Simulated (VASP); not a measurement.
# Li (Fm-3m) in VASP: phonons with PBEsol+D3(BJ)

Aim: the phonons of Li with PBEsol+D3(BJ).

Everything below comes from runs of VASP 6.6.1. Logs are shortened: lines on timing, memory, paths and dates and some standing lists are left out, and cuts for length are marked.

## Step 1: The cell of the first run

Symmetry: Fm-3m, No. 225, cubic system. The conventional cell has a = 4.191 Å, b = 4.191 Å, c = 4.191 Å, α = 90.00°, β = 90.00°, γ = 90.00°. Li (site symmetry m-3m) has 12 Li at 2.96 Å within 3.9 Å.

## Step 2: Phonons, PBEsol+D3(BJ) (zone-centre modes of this cell by finite displacements)

Contents of INCAR:

```
SYSTEM = Li
  PREC = Accurate
  ENCUT = 520
  EDIFF = 1E-8
  ISMEAR = 0
  SIGMA = 0.15
  LREAL = .FALSE.
  LASPH = .TRUE.
  NELM = 100
  ALGO = Normal
  ISIF = 2
  LWAVE = .FALSE.
  LCHARG = .TRUE.
  GGA = PS
  IVDW = 12
  NBANDS = 10
  IBRION = 6
  NFREE = 2
  POTIM = 0.015
  NSW = 1
```

Contents of KPOINTS:

```
regular mesh
0
G
  16 16 10
  0 0 0
```

Contents of POSCAR:

```
Li
1.0
    0.0000000000     -2.0954789853     -2.0954789853
    0.0000000000      2.0954789853     -2.0954789853
    4.1909579706      0.0000000000      0.0000000000
Li
2
Direct
    0.5000000000      0.5000000000      0.5000000000
    0.0000000000      0.0000000000      0.0000000000
```

Potentials or basis: VASP PAW PBE potentials, release 64 (Li_sv).

Started as:

```sh
cat potpaw_PBE.64/Li_sv/POTCAR > POTCAR
mpirun -np 1 vasp_std > vasp.out
```

OUTCAR:

```text
SYSTEM = Li
   PREC = Accurate
   ENCUT = 520
   EDIFF = 1E-8
   ISMEAR = 0
   LREAL = .FALSE.
   LASPH = .TRUE.
   NELM = 100
   ISIF = 2
   GGA = PS
   IVDW = 12
   IBRION = 6
   NFREE = 2
   POTIM = 0.015
   NSW = 1
 IVDW          = 12

 ion  position               nearest neighbor table
   1  0.500  0.500  0.500-
   2  0.000  0.000  0.000-

  LATTYP: Found a simple tetragonal cell.
 ALAT       =     2.9634548007
 C/A-ratio  =     1.4142135624

  Lattice vectors:

 A1 = (   0.0000000000,  -2.0954789853,  -2.0954789853)
 A2 = (   0.0000000000,   2.0954789853,  -2.0954789853)
 A3 = (   4.1909579706,   0.0000000000,   0.0000000000)

Analysis of symmetry for initial positions (statically):
=====================================================================
 Subroutine PRICEL returns following result:

  LATTYP: Found a face centered cubic cell.
 ALAT       =     4.1909579706

  Lattice vectors:

 A1 = (  -2.0954789853,   0.0000000000,   2.0954789853)
 A2 = (  -2.0954789853,  -2.0954789853,   0.0000000000)
 A3 = (   0.0000000000,  -2.0954789853,   2.0954789853)

   2 primitive cells build up your supercell.

 Routine SETGRP: Setting up the symmetry group for a
 simple tetragonal supercell.

 Subroutine GETGRP returns: Found 16 space group operations
 (whereof 16 operations were pure point group operations)
 out of a pool of 16 trial point group operations.

The static configuration has the point symmetry D_4h.

Analysis of symmetry for dynamics (positions and initial velocities):
=====================================================================
 Subroutine PRICEL returns following result:

  LATTYP: Found a face centered cubic cell.
 ALAT       =     4.1909579706

  Lattice vectors:

 A1 = (  -2.0954789853,   0.0000000000,   2.0954789853)
 A2 = (  -2.0954789853,  -2.0954789853,   0.0000000000)
 A3 = (   0.0000000000,  -2.0954789853,   2.0954789853)

   2 primitive cells build up your supercell.

 Routine SETGRP: Setting up the symmetry group for a
 simple tetragonal supercell.

 Subroutine GETGRP returns: Found 16 space group operations
 (whereof 16 operations were pure point group operations)
 out of a pool of 16 trial point group operations.

The dynamic configuration has the point symmetry D_4h.

 Subroutine INISYM returns: Found 16 space group operations
 (whereof 16 operations are pure point group operations),
 and found     2 'primitive' translations

----------------------------------------------------------------------------------------

                                     Primitive cell

  volume of cell :      18.4026

  direct lattice vectors                    reciprocal lattice vectors
    -2.095478985  0.000000000  2.095478985    -0.238608931  0.238608931  0.238608931
    -2.095478985 -2.095478985  0.000000000    -0.238608931 -0.238608931 -0.238608931
     0.000000000 -2.095478985  2.095478985     0.238608931 -0.238608931  0.238608931

  length of vectors
     2.963454801  2.963454801  2.963454801     0.413282791  0.413282791  0.413282791

  position of ions in fractional coordinates (direct lattice)
     0.000000000  0.000000000  0.000000000

  ion indices of the primitive-cell ions
   primitive index   ion index
                 1           1

----------------------------------------------------------------------------------------

 KPOINTS: regular mesh

Automatic generation of k-mesh.
 Grid dimensions read from file:
 generate k-points for:   16   16   10

 Generating k-lattice:

  Cartesian coordinates                     Fractional coordinates (reciprocal lattice)
     0.000000000 -0.014913058 -0.014913058     0.062500000  0.000000000  0.000000000
     0.000000000  0.014913058 -0.014913058     0.000000000  0.062500000  0.000000000
     0.023860893  0.000000000  0.000000000     0.000000000  0.000000000  0.100000000

  Length of vectors
     0.021090249  0.021090249  0.023860893

  Shift w.r.t. Gamma in fractional coordinates (k-lattice)
     0.000000000  0.000000000  0.000000000

 Subroutine IBZKPT returns following result:
 ===========================================

 Found    270 irreducible k-points:

 Following reciprocal coordinates:
            Coordinates               Weight
  0.000000  0.000000  0.000000      1.000000
  0.062500  0.000000  0.000000      4.000000
  0.125000  0.000000  0.000000      4.000000
  0.187500  0.000000  0.000000      4.000000
  0.250000  0.000000  0.000000      4.000000
  0.312500  0.000000  0.000000      4.000000
[... 16 lines left out ...]
  0.437500  0.125000  0.000000      8.000000
  0.500000  0.125000  0.000000      4.000000
 [... further k-points ...]
   k-points           NKPTS =    270   k-points in BZ     NKDIM =    270   number of bands    NBANDS=     10
   number of dos      NEDOS =    301   number of ions     NIONS =      2
   total plane-waves  NPLWV =  18432
   dimension x,y,z NGX =    24 NGY =   24 NGZ =   32
   dimension x,y,z NGXF=    48 NGYF=   48 NGZF=   64
   ions per type =               2
   NGX,Y,Z   is equivalent  to a cutoff of  13.46, 13.46, 12.69 a.u.
   NGXF,Y,Z  is equivalent  to a cutoff of  26.93, 26.93, 25.39 a.u.
 SYSTEM =  Li
   PREC   = accura    normal or accurate (medium, high low for compatibility)
   ISTART =      0    job   : 0-new  1-cont  2-samecut
   ICHARG =      2    charge: 1-file 2-atom 10-const
   ISPIN  =      1    spin polarized calculation?
   LNONCOLLINEAR =      F non collinear calculations
   LSORBIT =      F    spin-orbit coupling
   LASPH  =      T    aspherical Exc in radial PAW
   ENCUT  =  520.0 eV  38.22 Ry    6.18 a.u.   5.51  5.51  7.79*2*pi/ulx,y,z
   NELM   =    100;   NELMIN=  2; NELMDL= -5     # of ELM steps
   EDIFF  = 0.1E-07   stopping-criterion for ELM
   LREAL  =      F    real-space projection
   EDIFFG = 0.1E-06   stopping-criterion for IOM
   NSW    =     61    number of steps for IOM
   IBRION =      6    ionic relax: 0-MD 1-quasi-New 2-CG
   NFREE  =      2    steps in history (QN), initial steepest desc. (CG)
   ISIF   =      2    stress and relaxation
   ISYM   =      2    0-nonsym 1-usesym 2-fastsym
   POTIM  = 0.0150    time-step for ionic-motion
   TEBEG  =    0.0;   TEEND  =   0.0 temperature during run
   PSTRESS=    0.0 pullay stress
   NELECT =       6.0000    total number of electrons
   NUPDOWN=      -1.0000    fix difference up-down
   EMIN   =  10.00;   EMAX   =-10.00  energy-range for DOS
   EFERMI =   0.00;   METHOD = LEGACY
   ISMEAR =     0;   SIGMA  =   0.15  broadening in eV -4-tet -1-fermi 0-gaus
   EFERMI_NEDOS =   21; number of points for ismear=-14 and -15
   IALGO  =     38    algorithm
   IMIX   =      4    mixing-type and parameters
     AMIX     =   0.40;   BMIX     =  1.00
     AMIX_MAG =   1.60;   BMIX_MAG =  1.00
  volume/ion in A,a.u.               =      18.40       124.19
  Fermi-wavevector in a.u.,A,eV,Ry     =   0.894311  1.690003 10.881835  0.799792
  Thomas-Fermi vector in A             =   2.016500
   LORBIT       =      0    0 simple, 1 ext, 2 COOP (PROOUT), +10 PAW based schemes
   GGA     = PS    functional components
   LHFCALC =     F    Hartree Fock is set to
   AEXX    =    0.0000 exact exchange contribution
   IVDW    =    12    specifies the selected vdW correction
   LEPSILON=     F    determine dielectric tensor
   LRPA    =     F    only Hartree local field effects (RPA)
 finite differences with symmetry
 non-spin polarized calculation
 Gauss-broadening in eV      SIGMA  =   0.15
  energy-cutoff  :      520.00
  volume of cell :       36.81
 maximum number of plane-waves:      1011
 NGX is ok and might be reduce to    24
   NGX = 11   NGY = 11   NGZ = 15

--------------------------------------- Ionic step        1  -------------------------------------------

 number of electron       5.9999990 magnetization

 Free energy of the ion-electron system (eV)
  ---------------------------------------------------
  ext. energy  EPLUGINS =         0.00000000
  ---------------------------------------------------
  free energy    TOTEN  =        -3.92516573 eV

  energy without entropy =       -3.91470883  energy(sigma->0) =       -3.91993728

------------------------ aborting loop because EDIFF is reached ----------------------------------------

 Edisp (eV)   -0.32960

 E8    (eV) :    -0.2111
[... 151 lines left out ...]
--------------------------------------- Ionic step        5  -------------------------------------------

 number of electron       5.9999990 magnetization

 Free energy of the ion-electron system (eV)
  ---------------------------------------------------
  ext. energy  EPLUGINS =         0.00000000
  ---------------------------------------------------
  free energy    TOTEN  =        -3.92507370 eV

  energy without entropy =       -3.91461774  energy(sigma->0) =       -3.91984572

 E-fermi :   0.8916     XC(G=0):  -7.2579

 val. band max:        0.8783652315   @ k =   0.5000   0.1250   0.3000
 cond. band min:       0.8953241817   @ k =   0.4375   0.3125   0.1000
 fundamental gap:      0.0169589502
 Fermi energy:         0.8915856219

 k-point     1 :       0.0000    0.0000    0.0000
  band No.  band energies     occupation
      1     -44.8464      2.00000
      2     -44.8088      2.00000
      3      -2.7697      2.00000
      4       2.5058      0.00000
      5       5.9774      0.00000
      6       9.9059      0.00000
      7       9.9060      0.00000
      8      12.1700      0.00000
      9      16.2771      0.00000
     10      16.2791      0.00000
[... 287 lines left out ...]
 k-point    24 :       0.5000    0.1250    0.0000
  band No.  band energies     occupation
      1     -44.8171      2.00000
      2     -44.8164      2.00000
      3       0.5323      1.99929
      4       0.5529      1.99859
      5       6.9262      0.00000
      6       6.9688      0.00000
      7       9.4442      0.00000
      8       9.4523      0.00000
      9      12.4519      0.00000
     10      12.4684      0.00000

 [... further k-points ...]

------------------------ aborting loop because EDIFF is reached ----------------------------------------

 Edisp (eV)   -0.32960

 E8    (eV) :    -0.2111
[... 25 lines left out ...]
  FREE ENERGIE OF THE ION-ELECTRON SYSTEM (eV)
  ---------------------------------------------------
  free  energy   TOTEN  =        -4.2546760942 eV

  energy  without entropy=       -4.2442201326  energy(sigma->0) =       -4.24944811

 INTERNAL STRAIN TENSORS FROM DISPLACED ATOMS
 ============================================

 INTERNAL STRAIN TENSOR FOR ION    1 for displacements in x,y,z  (eV/Angst):
          X           Y           Z          XY          YZ          ZX
  --------------------------------------------------------------------------------
  x     0.00000     0.00000     0.00000     0.00000     0.00000     0.00000
  y     0.00000     0.00000     0.00000     0.00000     0.00000     0.00000
  z     0.00000     0.00000     0.00000     0.00000     0.00000     0.00000

 INTERNAL STRAIN TENSOR FOR ION    2 for displacements in x,y,z  (eV/Angst):
          X           Y           Z          XY          YZ          ZX
  --------------------------------------------------------------------------------
  x     0.00000     0.00000     0.00000     0.00000     0.00000     0.00000
  y     0.00000     0.00000     0.00000     0.00000     0.00000     0.00000
  z     0.00000     0.00000     0.00000     0.00000     0.00000     0.00000

 Eigenvectors and eigenvalues of the dynamical matrix
 ----------------------------------------------------

   1 f  =   11.434705 THz    71.846370 2PiTHz  381.420698 cm-1    47.290118 meV
             X         Y         Z           dx          dy          dz
      2.095479  0.000000 -2.095479    -0.707107    0.000000    0.000000
      0.000000  0.000000  0.000000     0.707107   -0.000000    0.000000
[... 11 lines left out ...]
   4 f  =    0.000000 THz     0.000000 2PiTHz    0.000002 cm-1     0.000000 meV
             X         Y         Z           dx          dy          dz
      2.095479  0.000000 -2.095479    -0.551349   -0.300924    0.324745
      0.000000  0.000000  0.000000    -0.551349   -0.300924    0.324745

   5 f/i=    0.000000 THz     0.000000 2PiTHz    0.000000 cm-1     0.000000 meV
             X         Y         Z           dx          dy          dz
      2.095479  0.000000 -2.095479     0.390137   -0.085033    0.583577
      0.000000  0.000000  0.000000     0.390137   -0.085033    0.583577

   6 f/i=    0.000000 THz     0.000001 2PiTHz    0.000003 cm-1     0.000000 meV
             X         Y         Z           dx          dy          dz
      2.095479  0.000000 -2.095479    -0.209302    0.634204    0.232333
      0.000000  0.000000  0.000000    -0.209302    0.634204    0.232333

 ELASTIC MODULI CONTR FROM IONIC RELAXATION (kBar)
 Direction    XX          YY          ZZ          XY          YZ          ZX
 --------------------------------------------------------------------------------
 XX           0.0000      0.0000      0.0000      0.0000      0.0000      0.0000
 YY           0.0000      0.0000      0.0000      0.0000      0.0000      0.0000
 ZZ           0.0000      0.0000      0.0000      0.0000      0.0000      0.0000
 XY           0.0000      0.0000      0.0000      0.0000      0.0000      0.0000
 YZ           0.0000      0.0000      0.0000      0.0000      0.0000      0.0000
 ZX           0.0000      0.0000      0.0000      0.0000      0.0000      0.0000
 --------------------------------------------------------------------------------
```

Run time: 2.4 min. Hardware: 1 thread of Intel Xeon 6975P-C, shared host; peak memory 0.33 GiB.

Results:

```
Highest phonon frequency at Γ : 381 cm⁻¹
Dispersion energy per atom    : -0.165 eV
```

Phonon frequencies in cm⁻¹ (negative: imaginary):
```tsv
q point	frequencies
(0.000, 0.000, 0.000)	0 0 0 253 253 381
```

Caveat: the cell differs from its parent crystal (zone-centre modes of this cell by finite displacements).
